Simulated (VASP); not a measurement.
# CdTeF6 (P1) in VASP: single point with PBE

Aim: the single point of CdTeF6 with PBE.

Everything below comes from runs of VASP 6.6.1. Logs are shortened: lines on timing, memory, paths and dates and some standing lists are left out, and cuts for length are marked.

### 1 The cell of the first run

The typed cell holds 8 atoms: a = 6.037 Å, b = 6.074 Å, c = 6.043 Å, α = 60.79°, β = 59.97°, γ = 60.34°.

### 2 Single point, PBE

Input file INCAR:

```
PREC     = Accurate       # precision mode
ENCUT    = 520            # plane-wave cutoff, eV
EDIFF    = 1E-6           # SCF threshold, eV
ISMEAR   = 0              # smearing method
SIGMA    = 0.1            # smearing width, eV
LREAL    = False          # projectors in reciprocal space
LASPH    = True           # aspherical terms in the spheres
NELM     = 80             # most SCF steps
ALGO     = Normal         # electronic algorithm
ISIF     = 2              # what is computed and relaxed
LWAVE    = False          # write WAVECAR
LCHARG   = False          # write CHGCAR
GGA      = PE             # functional
NBANDS   = 40             # bands
```

Input file KPOINTS:

```
Automatic mesh
0
Gamma
  4 4 4
```

Input file POSCAR:

```
CdTeF6
1.0
   -0.0023950100      4.2752112036      4.2617715891
    4.2815192085     -0.0482600399      4.3084765079
    4.2525752874      4.2927519512     -0.0202495239
Cd Te F
1 1 6
Direct
    0.0000295170      0.0000493985     -0.0000405108
    0.5000169689      0.5000227179      0.4998681990
    0.6676314321      0.2533833672      0.2668053505
    0.3324119298      0.7465139539      0.7333497907
    0.2116653686      0.7584896614      0.3084136778
    0.7880570352      0.2415047927      0.6916377910
    0.2368903539      0.2832412825      0.7941840775
    0.7632973945      0.7167948259      0.2057816243
```

Potentials or basis: VASP PAW PBE potentials, release 64 (Cd, Te, F).

On the command line:

```console
$ cat potpaw_PBE.64/Cd/POTCAR potpaw_PBE.64/Te/POTCAR potpaw_PBE.64/F/POTCAR > POTCAR
$ mpirun -np 1 vasp_std > vasp.out
```

OUTCAR:

```text
PREC = Accurate
   ENCUT = 520
   EDIFF = 1E-6
   ISMEAR = 0
   LREAL = False
   LASPH = True
   NELM = 80
   ISIF = 2
   GGA = PE

 ion  position               nearest neighbor table
   1  0.000  0.000  1.000-   8 2.26   7 2.26   5 2.26   4 2.26   6 2.26   3 2.26
   2  0.500  0.500  0.500-   6 2.09   5 2.09   7 2.09   8 2.09   3 2.09   4 2.10
   3  0.668  0.253  0.267-   2 2.09   1 2.26
   4  0.332  0.747  0.733-   2 2.10   1 2.26
   5  0.212  0.758  0.308-   2 2.09   1 2.26
   6  0.788  0.242  0.692-   2 2.09   1 2.26
   7  0.237  0.283  0.794-   2 2.09   1 2.26
   8  0.763  0.717  0.206-   2 2.09   1 2.26

  LATTYP: Found a triclinic cell.
 ALAT       =     6.0366203062
 B/A-ratio  =     1.4141332963
 C/A-ratio  =     0.9999910667
 COS(alpha) =     0.0007573904
 COS(beta)  =     0.4990111713
 COS(gamma) =     0.7026429916

  Lattice vectors:

 A1 = (   4.2549702974,   0.0175407476,  -4.2820211130)
 A2 = (   8.5364895059,  -0.0307192923,   0.0264553949)
 A3 = (   0.0023950100,  -4.2752112036,  -4.2617715891)

Analysis of symmetry for initial positions (statically):
=====================================================================
 Subroutine PRICEL returns:
 Original cell was already a primitive cell.

 Routine SETGRP: Setting up the symmetry group for a
 triclinic supercell.

 Subroutine GETGRP returns: Found  1 space group operations
 (whereof  1 operations were pure point group operations)
 out of a pool of  2 trial point group operations.

The static configuration has the point symmetry C_1 .

Analysis of symmetry for dynamics (positions and initial velocities):
=====================================================================
 Subroutine PRICEL returns:
 Original cell was already a primitive cell.

 Routine SETGRP: Setting up the symmetry group for a
 triclinic supercell.

 Subroutine GETGRP returns: Found  1 space group operations
 (whereof  1 operations were pure point group operations)
 out of a pool of  2 trial point group operations.

The dynamic configuration has the point symmetry C_1 .

 Subroutine INISYM returns: Found  1 space group operations
 (whereof  1 operations are pure point group operations),
 and found     1 'primitive' translations

[... 106 lines left out ...]
   EDIFF  = 0.1E-05   stopping-criterion for ELM
   LREAL  =      F    real-space projection
   EDIFFG = 0.1E-04   stopping-criterion for IOM
   NSW    =      0    number of steps for IOM
   IBRION =     -1    ionic relax: 0-MD 1-quasi-New 2-CG
   NFREE  =      0    steps in history (QN), initial steepest desc. (CG)
   ISIF   =      2    stress and relaxation
   ISYM   =      2    0-nonsym 1-usesym 2-fastsym
   POTIM  = 0.5000    time-step for ionic-motion
   TEBEG  =    0.0;   TEEND  =   0.0 temperature during run
   PSTRESS=    0.0 pullay stress
   NELECT =      60.0000    total number of electrons
   NUPDOWN=      -1.0000    fix difference up-down
   EMIN   =  10.00;   EMAX   =-10.00  energy-range for DOS
   EFERMI =   0.00;   METHOD = LEGACY
   ISMEAR =     0;   SIGMA  =   0.10  broadening in eV -4-tet -1-fermi 0-gaus
   EFERMI_NEDOS =   21; number of points for ismear=-14 and -15
   IALGO  =     38    algorithm
   IMIX   =      4    mixing-type and parameters
     AMIX     =   0.40;   BMIX     =  1.00
     AMIX_MAG =   1.60;   BMIX_MAG =  1.00
  volume/ion in A,a.u.               =      19.74       133.24
  Fermi-wavevector in a.u.,A,eV,Ry     =   1.185638  2.240532 19.126233  1.405738
  Thomas-Fermi vector in A             =   2.321828
   LORBIT       =      0    0 simple, 1 ext, 2 COOP (PROOUT), +10 PAW based schemes
   GGA     = PE    functional components
   LHFCALC =     F    Hartree Fock is set to
   AEXX    =    0.0000 exact exchange contribution
   IVDW    =     0    specifies the selected vdW correction
   LEPSILON=     F    determine dielectric tensor
   LRPA    =     F    only Hartree local field effects (RPA)
 non-spin polarized calculation
 Gauss-broadening in eV      SIGMA  =   0.10
  energy-cutoff  :      520.00
  volume of cell :      157.95
 maximum number of plane-waves:      4291
 NGX is ok and might be reduce to    48
   NGX = 23   NGY = 23   NGZ = 23

 number of electron      59.9999998 magnetization

 Free energy of the ion-electron system (eV)
  ---------------------------------------------------
  ext. energy  EPLUGINS =         0.00000000
  ---------------------------------------------------
  free energy    TOTEN  =       -31.63750863 eV

  energy without entropy =      -31.63750863  energy(sigma->0) =      -31.63750863

 E-fermi :  -0.8620     XC(G=0):  -7.7005

 val. band max:       -1.3754505175   @ k =   0.5000   0.0000   0.5000
 cond. band min:       1.4629663833   @ k =   0.5000   0.0000  -0.0000
 fundamental gap:      2.8384169008
 Fermi energy:        -0.8620412487

 k-point     1 :       0.0000    0.0000    0.0000
  band No.  band energies     occupation
      1     -23.9765      2.00000
      2     -23.4185      2.00000
      3     -23.4129      2.00000
      4     -23.4071      2.00000
      5     -23.2040      2.00000
      6     -23.2008      2.00000
[... 1021 lines left out ...]
     39       9.6139      0.00000
     40      10.1955      0.00000

 [... further k-points ...]

------------------------ aborting loop because EDIFF is reached ----------------------------------------

  FORCE on cell =-STRESS in cart. coord.  units (eV):
  Direction    XX          YY          ZZ          XY          YZ          ZX
  --------------------------------------------------------------------------------------
  -------------------------------------------------------------------------------------
  Total       -0.4132472     -0.3491906     -0.3830247     -0.0125856     -0.0276351     -0.0021539
  in kB       -4.1918096     -3.5420457     -3.8852449     -0.1276627     -0.2803194     -0.0218482
  external PRESSURE =      -3.8730334 kB  Pullay stress =       0.0000000 kB

 VOLUME and BASIS-vectors are now :
 -----------------------------------------------------------------------------
  energy-cutoff  :      520.00
  volume of cell :      157.95
      direct lattice vectors                 reciprocal lattice vectors
    -0.002395010  4.275211204  4.261771589    -0.117089409  0.116548577  0.117662286
     4.281519208 -0.048260040  4.308476508     0.116374344 -0.114741905  0.115169147
     4.252575287  4.292751951 -0.020249524     0.117919272  0.115588502 -0.115886746

 POSITION                                       TOTAL-FORCE (eV/Angst)
 -----------------------------------------------------------------------------------
      4.25261      4.29270     -0.01991        -0.002966     -0.001958      0.000439
      4.26539      4.25936      4.27517         0.010670      0.005075      0.001579
      2.21788      3.98737      3.93159         0.100119     -0.001108      0.012934
      6.31404      4.53319      4.61815        -0.106082     -0.001172     -0.013630
      4.55853      2.19225      4.16376        -0.004340      0.091851     -0.002193
      3.97336      6.32648      4.38503         0.003911     -0.091305      0.002932
      4.58946      4.40832      2.21383         0.000560     -0.000050      0.099367
      3.94224      4.11203      6.33713        -0.001873     -0.001333     -0.101428
 -----------------------------------------------------------------------------------
    total drift:                                0.000010     -0.000008      0.000051

  FREE ENERGIE OF THE ION-ELECTRON SYSTEM (eV)
  ---------------------------------------------------
  free  energy   TOTEN  =       -31.6375086276 eV

  energy  without entropy=      -31.6375086276  energy(sigma->0) =      -31.63750863
```

OSZICAR:

```text
N       E                     dE             d eps       ncg     rms          rms(c)
DAV:   1     0.480456932183E+03    0.48046E+03   -0.32162E+04  2888   0.138E+03
DAV:   2    -0.255185600752E+01   -0.48301E+03   -0.47016E+03  3504   0.350E+02
DAV:   3    -0.370329368825E+02   -0.34481E+02   -0.34237E+02  3400   0.981E+01
DAV:   4    -0.374049233905E+02   -0.37199E+00   -0.37187E+00  3128   0.111E+01
DAV:   5    -0.374094505526E+02   -0.45272E-02   -0.45269E-02  3568   0.108E+00    0.312E+01
DAV:   6    -0.317694906712E+02    0.56400E+01   -0.17886E+01  3072   0.368E+01    0.150E+01
DAV:   7    -0.316917869699E+02    0.77704E-01   -0.18331E+00  3272   0.840E+00    0.255E+01
DAV:   8    -0.317268227022E+02   -0.35036E-01   -0.26255E-02  3296   0.100E+00    0.294E+01
DAV:   9    -0.316349812303E+02    0.91841E-01   -0.29202E-01  3224   0.460E+00    0.766E+00
DAV:  10    -0.316378484362E+02   -0.28672E-02   -0.27737E-02  3416   0.113E+00    0.709E+00
DAV:  11    -0.316377720187E+02    0.76417E-04   -0.52673E-04  3392   0.174E-01    0.503E+00
DAV:  12    -0.316375759726E+02    0.19605E-03   -0.77986E-04  3392   0.158E-01    0.184E+00
DAV:  13    -0.316375329785E+02    0.42994E-04   -0.89405E-05  3344   0.506E-02    0.106E+00
DAV:  14    -0.316375111827E+02    0.21796E-04   -0.65522E-05  3560   0.486E-02    0.570E-02
DAV:  15    -0.316375087050E+02    0.24777E-05   -0.23854E-06  3128   0.103E-02    0.899E-02
DAV:  16    -0.316375086276E+02    0.77473E-07   -0.64548E-07  2192   0.697E-03
   1 F= -.31637509E+02 E0= -.31637509E+02  d E =-.470880E-14
```

It took 3.9 min on 1 thread of Oxide Virtual Turin-like, shared host; peak memory 0.41 GiB.

Results:

* Free energy: -31.6375 eV
* Pressure: -0.4 GPa
* Largest force: 0.107 eV/Å
* Band gap on the k mesh: 2.84 eV (least direct gap 3.50 eV)

Forces on the atoms (eV/Å):
```
Cd  -0.003 -0.002  0.000
Te   0.011  0.005  0.002
F    0.100 -0.001  0.013
F   -0.106 -0.001 -0.014
F   -0.004  0.092 -0.002
F    0.004 -0.091  0.003
F    0.001  0.000  0.099
F   -0.002 -0.001 -0.101
```

Levels at points of the mesh, in eV from the valence-band top:
```tsv
k point	band 28	band 29	band 30	band 31	band 32	band 33
(0.00, 0.00, 0.00)	-2.34	-2.33	-1.59	4.36	4.36	4.38
(0.50, 0.00, 0.00)	-2.51	-2.47	-0.67	2.84	4.92	4.94
(0.00, 0.50, 0.00)	-2.56	-2.52	-0.62	2.88	4.95	5.00
(0.50, 0.50, 0.00)	-2.41	-2.36	-0.01	4.49	4.53	4.61
(0.00, 0.00, 0.50)	-2.56	-2.49	-0.65	2.86	4.94	4.97
(0.50, 0.00, 0.50)	-2.44	-2.37	0.00	4.49	4.55	4.63
(0.00, 0.50, 0.50)	-2.40	-2.34	-0.03	4.45	4.53	4.59
(0.50, 0.50, 0.50)	-2.55	-2.48	-0.67	2.84	4.88	4.97
```

Caveat: spin-orbit coupling is left out, which moves the levels of the heavy elements.
